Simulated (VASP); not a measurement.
# SnSe2 (P-3m1) in VASP: notebook

The runs below take SnSe2 through single point, relaxation of shape and atoms at fixed volume, relaxation of cell and atoms, with PBEsol.

All numbers are computed with VASP 6.6.1; they aren't measurements. Logs are shortened: lines on timing, memory, paths and dates and some standing lists are left out, and cuts for length are marked.

## Step 1: The cell of the first run

The structure is trigonal, space group P-3m1 (No. 164). Conventional cell: a = 3.824 Å, b = 3.824 Å, c = 6.502 Å, α = 90.00°, β = 90.00°, γ = 120.00°. Sn (site symmetry -3m) has 6 Se at 2.72 Å within 3.6 Å. Within 3.6 Å of Se (site symmetry 3m) lie 3 Sn at 2.72 Å.

## Step 2: Single point, PBEsol (volume scaled by 1.06, then relaxed in part)

The input, INCAR:

```
PREC = Accurate
ENCUT = 520
EDIFF = 1E-7
ISMEAR = 0
SIGMA = 0.02
LREAL = False
LASPH = True
NELM = 100
ALGO = Normal
ISIF = 2
LWAVE = False
LCHARG = False
GGA = PS
NBANDS = 20
```

The input, KPOINTS:

```
regular mesh
0
Gamma
  12 12 6
```

The input, POSCAR:

```
SnSe2
1.0
    3.8237569619      0.0000000000      0.0000000000
   -1.9118784809      3.3114706669      0.0000000000
    0.0000000000      0.0000000000      6.5017182495
Sn Se
1 2
Direct
    0.0000000000      0.0000000000      0.0000000000
    0.3333333333      0.6666666667      0.2439736523
    0.6666666667      0.3333333333      0.7560263477
```

Potentials or basis: VASP PAW PBE potentials, release 64 (Sn_d, Se).

Started as:

```console
$ cat potpaw_PBE.64/Sn_d/POTCAR potpaw_PBE.64/Se/POTCAR > POTCAR
$ mpirun -np 1 vasp_std > vasp.out
```

OUTCAR:

```text
PREC = Accurate
   ENCUT = 520
   EDIFF = 1E-7
   ISMEAR = 0
   LREAL = False
   LASPH = True
   NELM = 100
   ISIF = 2
   GGA = PS

 ion  position               nearest neighbor table
   1  0.000  0.000  0.000-   2 2.72   3 2.72   2 2.72   3 2.72   3 2.72   2 2.72
   2  0.333  0.667  0.244-   1 2.72   1 2.72   1 2.72
   3  0.667  0.333  0.756-   1 2.72   1 2.72   1 2.72

  LATTYP: Found a hexagonal cell.
 ALAT       =     3.8237569619
 C/A-ratio  =     1.7003481953

  Lattice vectors:

 A1 = (   3.8237569619,   0.0000000000,   0.0000000000)
 A2 = (  -1.9118784809,   3.3114706669,   0.0000000000)
 A3 = (   0.0000000000,   0.0000000000,   6.5017182495)

Analysis of symmetry for initial positions (statically):
=====================================================================
 Subroutine PRICEL returns:
 Original cell was already a primitive cell.

 Routine SETGRP: Setting up the symmetry group for a
 hexagonal supercell.

 Subroutine GETGRP returns: Found 12 space group operations
 (whereof 12 operations were pure point group operations)
 out of a pool of 24 trial point group operations.

The static configuration has the point symmetry D_3d.

Analysis of symmetry for dynamics (positions and initial velocities):
=====================================================================
 Subroutine PRICEL returns:
 Original cell was already a primitive cell.

 Routine SETGRP: Setting up the symmetry group for a
 hexagonal supercell.

 Subroutine GETGRP returns: Found 12 space group operations
 (whereof 12 operations were pure point group operations)
 out of a pool of 24 trial point group operations.

The dynamic configuration has the point symmetry D_3d.

 Subroutine INISYM returns: Found 12 space group operations
 (whereof 12 operations are pure point group operations),
 and found     1 'primitive' translations

----------------------------------------------------------------------------------------

                                     Primitive cell

  volume of cell :      82.3264

  direct lattice vectors                    reciprocal lattice vectors
     3.823756962  0.000000000  0.000000000     0.261522897  0.150990315  0.000000000
[... 76 lines left out ...]
   NGX,Y,Z   is equivalent  to a cutoff of  12.17, 12.17, 12.27 a.u.
   NGXF,Y,Z  is equivalent  to a cutoff of  24.35, 24.35, 24.55 a.u.
 SYSTEM =  unknown system
   PREC   = accura    normal or accurate (medium, high low for compatibility)
   ISTART =      0    job   : 0-new  1-cont  2-samecut
   ICHARG =      2    charge: 1-file 2-atom 10-const
   ISPIN  =      1    spin polarized calculation?
   LNONCOLLINEAR =      F non collinear calculations
   LSORBIT =      F    spin-orbit coupling
   LASPH  =      T    aspherical Exc in radial PAW
   ENCUT  =  520.0 eV  38.22 Ry    6.18 a.u.   7.11  7.11 12.09*2*pi/ulx,y,z
   NELM   =    100;   NELMIN=  2; NELMDL= -5     # of ELM steps
   EDIFF  = 0.1E-06   stopping-criterion for ELM
   LREAL  =      F    real-space projection
   EDIFFG = 0.1E-05   stopping-criterion for IOM
   NSW    =      0    number of steps for IOM
   IBRION =     -1    ionic relax: 0-MD 1-quasi-New 2-CG
   NFREE  =      0    steps in history (QN), initial steepest desc. (CG)
   ISIF   =      2    stress and relaxation
   ISYM   =      2    0-nonsym 1-usesym 2-fastsym
   POTIM  = 0.5000    time-step for ionic-motion
   TEBEG  =    0.0;   TEEND  =   0.0 temperature during run
   PSTRESS=    0.0 pullay stress
   NELECT =      26.0000    total number of electrons
   NUPDOWN=      -1.0000    fix difference up-down
   EMIN   =  10.00;   EMAX   =-10.00  energy-range for DOS
   EFERMI =   0.00;   METHOD = LEGACY
   ISMEAR =     0;   SIGMA  =   0.02  broadening in eV -4-tet -1-fermi 0-gaus
   EFERMI_NEDOS =   21; number of points for ismear=-14 and -15
   IALGO  =     38    algorithm
   IMIX   =      4    mixing-type and parameters
     AMIX     =   0.40;   BMIX     =  1.00
     AMIX_MAG =   1.60;   BMIX_MAG =  1.00
  volume/ion in A,a.u.               =      27.44       185.19
  Fermi-wavevector in a.u.,A,eV,Ry     =   1.114858  2.106776 16.910791  1.242908
  Thomas-Fermi vector in A             =   2.251457
   LORBIT       =      0    0 simple, 1 ext, 2 COOP (PROOUT), +10 PAW based schemes
   GGA     = PS    functional components
   LHFCALC =     F    Hartree Fock is set to
   AEXX    =    0.0000 exact exchange contribution
   IVDW    =     0    specifies the selected vdW correction
   LEPSILON=     F    determine dielectric tensor
   LRPA    =     F    only Hartree local field effects (RPA)
 non-spin polarized calculation
 Gauss-broadening in eV      SIGMA  =   0.02
  energy-cutoff  :      520.00
  volume of cell :       82.33
 maximum number of plane-waves:      2238
   NGX = 15   NGY = 15   NGZ = 25

 number of electron      26.0000008 magnetization

 Free energy of the ion-electron system (eV)
  ---------------------------------------------------
  ext. energy  EPLUGINS =         0.00000000
  ---------------------------------------------------
  free energy    TOTEN  =       -12.97414723 eV

  energy without entropy =      -12.97414723  energy(sigma->0) =      -12.97414723

 E-fermi :   3.5535     XC(G=0):  -9.3090

 val. band max:        3.3826254277   @ k =   0.1667  -0.0000   0.1667
 cond. band min:       3.9927236366   @ k =   0.5000  -0.0000   0.3333
 fundamental gap:      0.6100982089
 Fermi energy:         3.5535476155

 k-point     1 :       0.0000    0.0000    0.0000
  band No.  band energies     occupation
      1     -17.7087      2.00000
      2     -17.7087      2.00000
      3     -17.6708      2.00000
      4     -17.6592      2.00000
      5     -17.6592      2.00000
      6     -10.3091      2.00000
[... 541 lines left out ...]
     19      11.3989      0.00000
     20      12.1432      0.00000

 [... further k-points ...]
[... 5 lines left out ...]
  --------------------------------------------------------------------------------------
  -------------------------------------------------------------------------------------
  Total       -0.2585495     -0.2585495     -0.2482507     -0.0000000     -0.0000000     -0.0000000
  in kB       -5.0317026     -5.0317026     -4.8312756     -0.0000000     -0.0000000     -0.0000000
  external PRESSURE =      -4.9648936 kB  Pullay stress =       0.0000000 kB

 VOLUME and BASIS-vectors are now :
 -----------------------------------------------------------------------------
  energy-cutoff  :      520.00
  volume of cell :       82.33
      direct lattice vectors                 reciprocal lattice vectors
     3.823756962  0.000000000  0.000000000     0.261522897  0.150990315  0.000000000
    -1.911878481  3.311470667  0.000000000     0.000000000  0.301980631  0.000000000
     0.000000000  0.000000000  6.501718249     0.000000000  0.000000000  0.153805496

 POSITION                                       TOTAL-FORCE (eV/Angst)
 -----------------------------------------------------------------------------------
      0.00000      0.00000      0.00000        -0.000000      0.000000      0.000000
     -0.00000      2.20765      1.58625         0.000000     -0.000000      0.017571
      1.91188      1.10382      4.91547        -0.000000      0.000000     -0.017571
 -----------------------------------------------------------------------------------
    total drift:                               -0.000000     -0.000000      0.000000

  FREE ENERGIE OF THE ION-ELECTRON SYSTEM (eV)
  ---------------------------------------------------
  free  energy   TOTEN  =       -12.9741472269 eV

  energy  without entropy=      -12.9741472269  energy(sigma->0) =      -12.97414723
```

OSZICAR:

```text
N       E                     dE             d eps       ncg     rms          rms(c)
DAV:   1     0.203932875365E+03    0.20393E+03   -0.12127E+04  4068   0.144E+03
DAV:   2     0.107466612607E+02   -0.19319E+03   -0.18594E+03  4244   0.375E+02
DAV:   3    -0.124029902236E+02   -0.23150E+02   -0.22611E+02  4948   0.114E+02
DAV:   4    -0.132263934565E+02   -0.82340E+00   -0.82197E+00  4756   0.225E+01
DAV:   5    -0.132463548714E+02   -0.19961E-01   -0.19959E-01  5560   0.367E+00    0.486E+00
DAV:   6    -0.130027623424E+02    0.24359E+00   -0.46973E-01  5904   0.756E+00    0.307E+00
DAV:   7    -0.129760717174E+02    0.26691E-01   -0.13876E-01  4868   0.255E+00    0.877E-01
DAV:   8    -0.129740588277E+02    0.20129E-02   -0.11246E-02  5188   0.997E-01    0.251E-01
DAV:   9    -0.129741265237E+02   -0.67696E-04   -0.11224E-03  4516   0.252E-01    0.738E-02
DAV:  10    -0.129741317239E+02   -0.52002E-05   -0.92378E-05  5300   0.628E-02    0.280E-02
DAV:  11    -0.129741464643E+02   -0.14740E-04   -0.23372E-05  4444   0.260E-02    0.579E-03
DAV:  12    -0.129741466734E+02   -0.20914E-06   -0.14464E-06  5352   0.866E-03    0.473E-03
DAV:  13    -0.129741471976E+02   -0.52417E-06   -0.12428E-06  4432   0.606E-03    0.192E-03
DAV:  14    -0.129741472269E+02   -0.29321E-07   -0.37589E-08  3348   0.116E-03
   1 F= -.12974147E+02 E0= -.12974147E+02  d E =-.149612E-35
```

It took 1.8 min on 1 thread of Intel Xeon Platinum 8488C (Sapphire Rapids), shared host; peak memory 0.29 GiB.

Results:

```
Free energy            : -12.9741 eV
Pressure               : -0.5 GPa
Largest force          : 0.018 eV/Å
Band gap on the k mesh : 0.61 eV, indirect (least direct gap 1.08 eV)
```

Forces in eV/Å, atoms in the order of the input:
```
Sn   0.000  0.000  0.000
Se   0.000  0.000  0.018
Se   0.000  0.000 -0.018
```

Caveat: the cell differs from its parent crystal (volume scaled by 1.06, then relaxed in part); the PAW data sets were made with another functional, which shifts forces and pressure a little; spin-orbit coupling is left out, which moves the levels of the heavy elements; this functional lacks dispersion, which binds the layers, so the pressure and a relaxed spacing across them are unreliable.

## Step 3: Relaxation of shape and atoms at fixed volume, PBEsol (volume scaled by 1.06)

The input, INCAR:

```
SYSTEM = SnSe2
PREC = Accurate
ENCUT = 600
EDIFF = 1E-6
ISMEAR = 0
SIGMA = 0.02
LREAL = .False.
LASPH = .True.
NELM = 80
ALGO = Normal
ISIF = 4
LWAVE = .False.
LCHARG = .False.
GGA = PS
IBRION = 2
NSW = 50
EDIFFG = -0.01
```

The input, KPOINTS:

```
Automatic mesh
0
Gamma
  12 12 6
  0 0 0
```

The input, POSCAR:

```
SnSe2
1.0
    3.8589230520      0.0000000000      0.0000000000
   -1.9294615260      3.3419253943      0.0000000000
    0.0000000000      0.0000000000      6.3837587997
Sn Se
1 2
Direct
    0.0000000000      0.0000000000      0.0000000000
    0.3333333333      0.6666666667      0.2508634499
    0.6666666667      0.3333333333      0.7491365501
```

Potentials or basis: VASP PAW PBE potentials, release 64 (Sn_d, Se).

Started as:

```console
$ cat potpaw_PBE.64/Sn_d/POTCAR potpaw_PBE.64/Se/POTCAR > POTCAR
$ mpirun -np 1 vasp_std > vasp.out
```

Wall time 14 min (1 thread of Oxide Virtual Turin-like, shared host); peak memory 0.32 GiB.

Results (log left out):

```yaml
Free_energy: -12.9744 eV
Energy_gained_by_relaxing: 3.2 meV/atom
Ionic_steps: 7
Pressure_after_relaxing: -0.6 GPa
Band_gap_on_the_k_mesh: 0.60 eV, indirect (least direct gap 1.08 eV)
```

Step by step:
```tsv
step	energy change (eV)	largest force (eV/Å)	pressure (GPa)	volume (Å³)
1	0.0000	0.2173	-1.98	82.33
2	-0.0037	0.1302	-1.65	82.33
3	-0.0060	0.0002	-1.16	82.33
4	-0.0084	0.0045	-0.95	82.33
5	-0.0096	0.0100	-0.72	82.33
6	-0.0097	0.0120	-0.63	82.33
7	-0.0097	0.0002	-0.56	82.33
```

Final structure:
```xyz
3
Lattice="3.8252 0.0000 0.0000 -1.9126 3.3127 0.0000 0.0000 0.0000 6.4969" Properties=species:S:1:pos:R:3 pbc="T T T"
Sn    0.0000    0.0000    0.0000
Se    0.0000    2.2085    1.5877
Se    1.9126    1.1042    4.9093
```

Levels at points of the mesh, in eV from the valence-band top:
| k point | band 10 | band 11 | band 12 | band 13 | band 14 | band 15 | band 16 | band 17 |
| --- | --- | --- | --- | --- | --- | --- | --- | --- |
| (0.00, 0.00, 0.00) | -0.51 | -0.34 | -0.19 | -0.19 | 0.98 | 3.01 | 4.60 | 4.60 |
| (0.50, 0.00, 0.00) | -2.75 | -2.37 | -1.11 | -0.28 | 1.00 | 3.70 | 5.37 | 5.38 |
| (0.00, 0.00, 0.50) | -0.57 | -0.57 | -0.10 | -0.10 | 2.27 | 2.92 | 4.43 | 4.43 |
| (0.50, 0.00, 0.50) | -2.26 | -2.09 | -0.77 | -0.54 | 0.61 | 4.08 | 4.65 | 5.62 |

Caveat: the cell differs from its parent crystal (volume scaled by 1.06); the PAW data sets were made with another functional, which shifts forces and pressure a little; spin-orbit coupling is left out, which moves the levels of the heavy elements; this functional lacks dispersion, which binds the layers, so the pressure and a relaxed spacing across them are unreliable.

## Step 4: Relaxation of cell and atoms, PBEsol

This run uses another cell than the first one, of 25.89 Å³/atom, 0.943 times its volume.

The input, INCAR:

```
PREC = Accurate ; ENCUT = 600
EDIFF = 1E-7 ; ISMEAR = 0
SIGMA = 0.02 ; LREAL = F
LASPH = T ; NELM = 60
ALGO = Normal ; ISIF = 3
LWAVE = F ; LCHARG = F
GGA = PS ; IBRION = 2
NSW = 100 ; EDIFFG = -0.005
```

The input, KPOINTS:

```
regular mesh
0
Gamma
  12 12 6
```

The input, POSCAR:

```
SnSe2
1.0
    3.8190680189      0.0000000000      0.0000000000
   -1.9095340094      3.3074099231      0.0000000000
    0.0000000000      0.0000000000      6.1487672637
Sn Se
1 2
Direct
    0.0000000000      0.0000000000      0.0000000000
    0.3333333333      0.6666666667      0.2580319695
    0.6666666667      0.3333333333      0.7419680305
```

Started as:

```console
$ cat potpaw_PBE.64/Sn_d/POTCAR potpaw_PBE.64/Se/POTCAR > POTCAR
$ mpirun -np 1 vasp_std > vasp.out
```

Run time: 6.2 min. Hardware: 1 thread of Oxide Virtual Turin-like, shared host; peak memory 0.3 GiB.

The run converged. Its results:

| Quantity | Value |
| --- | --- |
| Free energy | -12.9841 eV |
| Relaxed volume | 25.92 Å³/atom |
| Relaxed cell | a = 3.820 Å, b = 3.820 Å, c = 6.152 Å, α = 90.00°, β = 90.00°, γ = 120.00° |
| Space group after relaxing (to 0.05 Å) | P-3m1 (No. 164) |
| Energy gained by relaxing | 0.0 meV/atom |
| Ionic steps | 3 |
| Pressure after relaxing | 0.0 GPa |
| Band gap on the k mesh | 0.48 eV, indirect (least direct gap 0.97 eV) |

Final structure:
```cif
data_structure
_symmetry_space_group_name_H-M 'P 1'
_symmetry_Int_Tables_number 1
_cell_length_a 3.8203
_cell_length_b 3.8203
_cell_length_c 6.1519
_cell_angle_alpha 90.000
_cell_angle_beta 90.000
_cell_angle_gamma 120.000
_cell_volume 77.75
loop_
_atom_site_label
_atom_site_type_symbol
_atom_site_fract_x
_atom_site_fract_y
_atom_site_fract_z
_atom_site_occupancy
Sn1 Sn 0.00000 0.00000 0.00000 1
Se1 Se 0.33333 0.66667 0.25810 1
Se2 Se 0.66667 0.33333 0.74190 1
```

Levels at points of the mesh, in eV from the valence-band top:
```csv
k point,band 10,band 11,band 12,band 13,band 14,band 15,band 16,band 17
"(0.00, 0.00, 0.00)",-0.61,-0.37,-0.37,-0.14,0.83,2.93,4.55,4.55
"(0.50, 0.00, 0.00)",-3.08,-2.55,-1.47,-0.31,1.09,3.56,5.10,5.11
"(0.00, 0.00, 0.50)",-0.73,-0.73,-0.17,-0.17,2.42,2.82,4.25,4.25
"(0.50, 0.00, 0.50)",-2.33,-2.06,-0.96,-0.78,0.61,3.94,4.55,5.64
```

Caveat: the PAW data sets were made with another functional, which shifts forces and pressure a little; spin-orbit coupling is left out, which moves the levels of the heavy elements; this functional lacks dispersion, which binds the layers, so the pressure and a relaxed spacing across them are unreliable. A k mesh can miss the band edges.

## Step 5: Relaxation of shape and atoms at fixed volume, PBEsol (volume scaled by 1.03)

The input, INCAR:

```
SYSTEM = SnSe2
PREC = Accurate ; ENCUT = 600
EDIFF = 1E-6 ; ISMEAR = 0
SIGMA = 0.02 ; LREAL = .FALSE.
LASPH = .TRUE. ; NELM = 100
ALGO = Normal ; ISIF = 4
LWAVE = .FALSE. ; LCHARG = .FALSE.
GGA = PS ; IBRION = 2
NSW = 50 ; EDIFFG = -0.01
```

The input, KPOINTS:

```
Automatic mesh
0
G
  12 12 6
  0 0 0
```

The input, POSCAR:

```
SnSe2
1.0
    3.8568830328      0.0000000000      0.0000000000
   -1.9284415164      3.3401586859      0.0000000000
    0.0000000000      0.0000000000      6.2096501070
Sn Se
1 2
Direct
    0.0000000000      0.0000000000      0.0000000000
    0.3333333333      0.6666666667      0.2580319695
    0.6666666667      0.3333333333      0.7419680305
```

Started as:

```console
$ cat potpaw_PBE.64/Sn_d/POTCAR potpaw_PBE.64/Se/POTCAR > POTCAR
$ mpirun -np 1 vasp_std > vasp.out
```

Wall time 13 min (1 thread of Oxide Virtual Turin-like, shared host); peak memory 0.31 GiB.

Results (log left out):

```
Free energy                  : -12.9814 eV
Energy gained by relaxing    : 3.3 meV/atom
Ionic steps                  : 5
Pressure after relaxing      : -0.5 GPa
Largest force after relaxing : 0.004 eV/Å
Band gap on the k mesh       : 0.58 eV, indirect (least direct gap 1.10 eV)
```

Forces in eV/Å, atoms in the order of the input:
```
Sn   0.000  0.000  0.000
Se   0.000  0.000 -0.004
Se   0.000  0.000  0.004
```

The path:
| step | energy change (eV) | largest force (eV/Å) | pressure (GPa) | volume (Å³) |
| --- | --- | --- | --- | --- |
| 1 | 0.0000 | 0.2228 | -1.77 | 80.00 |
| 2 | -0.0039 | 0.1319 | -1.43 | 80.00 |
| 3 | -0.0060 | 0.0004 | -0.95 | 80.00 |
| 4 | -0.0084 | 0.0014 | -0.74 | 80.00 |
| 5 | -0.0098 | 0.0042 | -0.45 | 80.00 |

Final structure:
```cif
data_structure
_symmetry_space_group_name_H-M 'P 1'
_symmetry_Int_Tables_number 1
_cell_length_a 3.8263
_cell_length_b 3.8263
_cell_length_c 6.3092
_cell_angle_alpha 90.000
_cell_angle_beta 90.000
_cell_angle_gamma 120.000
_cell_volume 80.00
loop_
_atom_site_label
_atom_site_type_symbol
_atom_site_fract_x
_atom_site_fract_y
_atom_site_fract_z
_atom_site_occupancy
Sn1 Sn 0.00000 0.00000 0.00000 1
Se1 Se 0.33333 0.66667 0.25162 1
Se2 Se 0.66667 0.33333 0.74838 1
```

Levels at points of the mesh, in eV from the valence-band top:
| k point | band 11 | band 12 | band 13 | band 14 | band 15 | band 16 |
| --- | --- | --- | --- | --- | --- | --- |
| (0.00, 0.00, 0.00) | -0.25 | -0.25 | -0.19 | 0.92 | 2.99 | 4.60 |
| (0.50, 0.00, 0.00) | -2.42 | -1.25 | -0.26 | 1.07 | 3.65 | 5.27 |
| (0.00, 0.00, 0.50) | -0.62 | -0.11 | -0.11 | 2.36 | 2.89 | 4.36 |
| (0.50, 0.00, 0.50) | -2.03 | -0.82 | -0.62 | 0.64 | 4.04 | 4.62 |

Caveat: the cell differs from its parent crystal (volume scaled by 1.03); the PAW data sets were made with another functional, which shifts forces and pressure a little; spin-orbit coupling is left out, which moves the levels of the heavy elements; this functional lacks dispersion, which binds the layers, so the pressure and a relaxed spacing across them are unreliable.

## Step 6: Summary

```tsv
task	cell	cutoff (eV)	gap on the mesh (eV)	pressure (GPa)	relaxed volume (Å³/atom)
single point	a = 3.824, b = 3.824, c = 6.502 Å, angles 90.0, 90.0, 120.0°, 3 atoms	520	0.61	-0.5	-
relaxation of shape and atoms at fixed volume	relaxed from a = 3.859, b = 3.859, c = 6.384 Å, angles 90.0, 90.0, 120.0°, 3 atoms	600	0.60	-0.6	-
relaxation of cell and atoms	relaxed from a = 3.819, b = 3.819, c = 6.149 Å, angles 90.0, 90.0, 120.0°, 3 atoms	600	0.48	0.0	25.92
relaxation of shape and atoms at fixed volume	relaxed from a = 3.857, b = 3.857, c = 6.210 Å, angles 90.0, 90.0, 120.0°, 3 atoms	600	0.58	-0.5	26.67
```

Alike in all rows: level PBEsol; potentials or basis VASP PAW PBE potentials, release 64 (Sn_d, Se); no spin polarisation; k mesh 12 × 12 × 6; smearing gaussian 0.02 eV.

Caveats: the PAW data sets were made with another functional, which shifts forces and pressure a little; spin-orbit coupling is left out, which moves the levels of the heavy elements; this functional lacks dispersion, which binds the layers, so the pressure and a relaxed spacing across them are unreliable.

Absolute energies hang on the potentials; compare differences alone.
